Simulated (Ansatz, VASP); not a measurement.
# Ru2F: VASP beside Ansatz

```xyz
3
Lattice="0.0000 2.7384 2.7384 2.7384 0.0000 2.7384 2.7384 2.7384 0.0000" Properties=species:S:1:pos:R:3 pbc="T T T"
Ru    1.3692    1.3692    1.3692
Ru    4.1076    4.1076    4.1076
F     2.7384    2.7384    2.7384
```

Alike in both runs: task relaxation of cell and atoms; functional PBE; k mesh 14 × 14 × 14; occupations gaussian, width 0.1 eV; no spin polarisation.

```csv
,VASP,Ansatz
version,VASP 6.6.1,Ansatz 0.2.0
potentials or method,"VASP PAW PBE potentials, release 64 (Ru_pv, F), cutoff 600 eV","scalar-relativistic, plane waves, PAW"
valence electrons in the cell,35,39
```

```tsv
	VASP	Ansatz	Ansatz less VASP
gap on the k mesh at the Fermi level, each at its own relaxed structure (eV)	none	none	-
relaxed volume (Å³/atom)	13.71	13.71	+0.003
relaxed length of the cell vector where the two differ most in proportion (Å)	3.875	3.875	+0.0003
```

A gap of «none» marks a metal or a gap that the smearing closes. VASP's potentials hold 35 valence electrons a cell and Ansatz's 39, so a difference there can come from the potentials and not from the codes.
